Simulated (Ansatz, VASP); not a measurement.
# Fe4Si in VASP and in Ansatz

```
Fe Si
1.0
     0.00000    2.02761    9.46634
     1.52190    0.00000    9.46634
     1.52190    2.02761    0.00000
Fe Si
4 1
Cartesian
  1.5219 2.0276 11.2473
  1.5219 2.0276 3.7481
  1.5219 2.0276 15.1846
  1.5219 2.0276 7.6854
  0.0000 0.0000 0.0000
```

Alike in both runs: task single point; functional PBEsol; k mesh 9 × 9 × 9; occupations fermi-dirac, width 0.05 eV; collinear spin; fixed moment 0 μB.

|  | VASP | Ansatz |
| --- | --- | --- |
| version | VASP 6.6.1 | Ansatz 0.2.0 |
| potentials or method | VASP PAW PBE potentials, release 64 (Fe, Si) | Ansatz PAW |
| plane-wave cutoff (eV) | 520 | 420 |
| valence electrons in the cell | 36 | 68 |

```csv
,VASP,Ansatz,Ansatz less VASP
pressure (GPa),-24.1,-24.4,-0.31
"traceless stress, the component that is largest in VASP (GPa)",9.86,9.89,+0.033
rms of the force components (eV/Å),0.255,0.245,-0.0104
```

VASP's potentials were made for PBE, not for PBEsol. Atom by atom the forces differ by 0.011 eV/Å (rms over components). VASP's potentials hold 36 valence electrons a cell and Ansatz's 68, so a difference there can come from the potentials and not from the codes.
